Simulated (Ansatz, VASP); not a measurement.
**InPd: VASP beside Ansatz**

```
In Pd
1.0
     0.00000    2.74607    2.74607
     2.74607    0.00000    2.74607
     2.74607    2.74607    0.00000
In Pd
1 1
Cartesian
  0.0000 0.0000 0.0000
  2.7461 2.7461 2.7461
```

Alike in both runs: task single point; functional HSE06; k mesh 4 × 4 × 4; occupations fermi-dirac, width 0.05 eV; non-collinear spin, spin-orbit coupling.

|  | VASP | Ansatz |
| --- | --- | --- |
| version | VASP 6.6.1 | Ansatz 0.2.0 |
| potentials or method | VASP PAW PBE potentials, release 64 (In_d, Pd) | Ansatz PAW |
| plane-wave cutoff (eV) | 520 | 420 |
| valence electrons in the cell | 23 | 31 |

Ansatz gave:

```
pressure (GPa) : -4.0
```

**Question.** Which values does VASP return?

**Answer.** Pressure (GPa): -3.7.

VASP's potentials hold 23 valence electrons a cell and Ansatz's 31, so a difference there can come from the potentials and not from the codes.

The k mesh is coarse, so the values compare programs but aren't converged.
